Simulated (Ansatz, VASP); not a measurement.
# Au in VASP and in Ansatz

```
Au
1.0
     0.00000    2.08589    2.08589
     2.08589    0.00000    2.08589
     2.08589    2.08589    0.00000
Au
1
Cartesian
  0.0000 0.0000 0.0000
```

Alike in both runs: task single point; functional PBE; k mesh 8 × 8 × 8; occupations gaussian, width 0.05 eV; no spin polarisation.

|  | VASP | Ansatz |
| --- | --- | --- |
| version | VASP 6.6.1 | Ansatz 0.2.0 |
| potentials or method | VASP PAW PBE potentials, release 64 (Au), cutoff 520 eV | scalar-relativistic, plane waves, PAW |
| valence electrons in the cell | 11 | 19 |

VASP gave:

```
gap on the k mesh at the Fermi level (eV) : none
pressure (GPa)                            : -0.9
```

Question: What did Ansatz give for the same quantities?

Answer: gap on the k mesh at the Fermi level (eV): none; pressure (GPa): -0.6.

A gap of «none» marks a metal or a gap that the smearing closes. With one functional, cell and mesh, what is left measures potentials, basis and numerics. VASP's potentials hold 11 valence electrons a cell and Ansatz's 19, so a difference there can come from the potentials and not from the codes.

Neither program's run includes spin-orbit coupling.
